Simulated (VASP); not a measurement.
BN: single point with PBE

BN:

```xyz
2
Lattice="0.0000 1.8083 1.7458 1.8083 0.0000 1.7458 1.8083 1.8083 0.0000" Properties=species:S:1:pos:R:3 pbc="T T T"
B     0.0000    0.0000    0.0000
N     1.8083    1.8083    1.7458
```

This cell differs from its parent crystal: biaxial xy strain +3.6%.

```json
{
 "Program": "VASP 6.6.1",
 "Task": "single point",
 "Functional": "PBE",
 "Potentials or basis": "VASP PAW PBE potentials, release 64 (B, N)",
 "Cutoff": "520 eV",
 "k mesh": "12 × 12 × 12",
 "Occupations": "fermi-dirac, width 0.02 eV",
 "Spin": "no spin polarisation",
 "Dipole correction": "no",
 "Further INCAR settings": "ALGO = Normal; EDIFF = 1e-07; NBANDS = 11"
}
```

```json
{"Pressure": "-19.9 GPa", "Band gap on the k mesh": "0.21 eV, indirect (least direct gap 5.27 eV)"}
```

Stress tensor (GPa, compression positive):
```
-21.19   0.00   0.00
  0.00 -21.19   0.00
  0.00   0.00 -17.26
```

Levels at points of the mesh, in eV from the valence-band top:
```tsv
k point	band 2	band 3	band 4	band 5	band 6	band 7
(0.00, 0.00, 0.00)	-1.44	-0.64	-0.64	7.74	10.74	10.74
(0.50, 0.00, 0.00)	-11.99	-0.76	-0.54	4.73	5.00	6.77
(0.50, 0.50, 0.00)	-11.13	-5.54	-5.54	0.21	8.52	13.42
(0.50, 0.00, 0.50)	-11.20	-5.65	-4.79	0.95	9.03	12.94
```

Wall time 16 s on 1 thread of Intel(R) Xeon(R) Platinum 8488C (Sapphire Rapids), on a shared host, peak memory 0.13 GiB.

Caveat: the cell differs from its parent crystal (biaxial xy strain +3.6%). A k mesh can miss the band edges.
